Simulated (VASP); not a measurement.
BN, 4 atoms in the cell. It takes space group P6_3/mmc (No. 194, hexagonal). Conventional cell: a = 2.501 Å, b = 2.501 Å, c = 6.872 Å, α = 90.00°, β = 90.00°, γ = 120.00°. B (site symmetry -6m2) has 3 N at 1.44 Å within 1.9 Å. Within 1.9 Å of N (site symmetry -6m2) lie 3 B at 1.44 Å. 

| Quantity | Value |
| --- | --- |
| Program | VASP 6.6.1 |
| Task | single point |
| Functional | r2SCAN |
| Potentials or basis | VASP PAW PBE potentials, release 64 (B, N) |
| Cutoff | 520 eV |
| k mesh | 14 × 14 × 6 |
| Occupations | fermi-dirac, width 0.08 eV |
| Spin | no spin polarisation |
| Dipole correction | no |
| Further INCAR settings | ALGO = Normal; EDIFF = 1e-06; NBANDS = 16 |

Potentials or basis: VASP PAW PBE potentials, release 64 (B, N).

Run with:

```sh
$ cat potpaw_PBE.64/B/POTCAR potpaw_PBE.64/N/POTCAR > POTCAR
$ cp INCAR.step1 INCAR
$ mpirun -np 1 vasp_std > vasp.out
$ cp INCAR.step2 INCAR
$ mpirun -np 1 vasp_std > vasp.out
```

Hardware: 1 thread of Intel(R) Xeon(R) Platinum 8559C (Emerald Rapids) (shared host).

Problem. How long does it take, and how much memory?

Solution. It took 2.5 min on 1 thread of Intel(R) Xeon(R) Platinum 8559C (Emerald Rapids), on a shared host, peak memory 0.18 GiB. Counts: k points 96.
